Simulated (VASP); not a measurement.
Here is a VASP 6.6.1 calculation.

Contents of INCAR:

```
SYSTEM = NbAs
ALGO = Normal ; EDIFF = 1E-6
ENCUT = 520 ; GGA = RE
ISIF = 2 ; ISMEAR = -1
IVDW = 12 ; LASPH = .TRUE.
LCHARG = .TRUE. ; LELF = .TRUE.
LREAL = .FALSE. ; LVHAR = .TRUE.
LWAVE = .FALSE. ; NBANDS = 26
NELM = 60 ; PREC = Accurate
SIGMA = 0.05
```

Contents of KPOINTS:

```
k-points
0
G
  11 11 11
  0 0 0
```

POSCAR

```
NbAs
1.0
   -1.7108406092      1.7108406092      5.7198773377
    1.7108406092     -1.7108406092      5.7198773377
    1.7108406092      1.7108406092     -5.7198773377
Nb As
2 2
Direct
    0.4984130290     -0.0015869710      0.5000000000
    0.7484130290      0.7484130290      0.0000000000
    0.9175869710      0.4175869710      0.5000000000
    0.1675869710      0.1675869710      0.0000000000
```

Potentials or basis: VASP PAW PBE potentials, release 64 (Nb_sv, As).

The run is started by

```bash
$ cat potpaw_PBE.64/Nb_sv/POTCAR potpaw_PBE.64/As/POTCAR > POTCAR
$ mpirun -np 1 vasp_std > vasp.out
```

(1) Estimate the dispersion energy per atom.

(2) Predict the pressure.

(3) What does it give for the band gap on the k mesh?

## Answers

(1) -1.248 eV.

(2) 0.0 GPa.

(3) 0.03 eV (least direct gap 0.05 eV).

Caveat: the PAW data sets were made with another functional, which shifts forces and pressure a little; an odd mesh through Γ misses points on the zone boundary, where band edges can lie.
